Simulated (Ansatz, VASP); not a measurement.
## Na: VASP beside Ansatz

```xyz
1
Lattice="-2.1493 2.1493 2.1175 2.1493 -2.1493 2.1175 2.1493 2.1493 -2.1175" Properties=species:S:1:pos:R:3 pbc="T T T"
Na    0.0000    0.0000    0.0000
```

Change from the starting cell: strain +0.015 along x and y, +0.000 along z, atoms carried along.

Alike in both runs: task single point; functional PBEsol; k mesh 16 × 16 × 16; occupations gaussian, width 0.15 eV; no spin polarisation.

```csv
,VASP,Ansatz
version,VASP 6.6.1,Ansatz 0.2.0
potentials or method,"VASP PAW PBE potentials, release 64 (Na_pv), cutoff 520 eV","scalar-relativistic, plane waves, PAW"
valence electrons in the cell,7,9
```

```tsv
	VASP	Ansatz	Ansatz less VASP
gap on the k mesh at the Fermi level (eV)	none	none	-
pressure (GPa)	-0.5	-0.5	-0.02
```

VASP's potentials were made for PBE, not for PBEsol. A gap of «none» marks a metal or a gap that the smearing closes. VASP's potentials hold 7 valence electrons a cell and Ansatz's 9, so a difference there can come from the potentials and not from the codes.
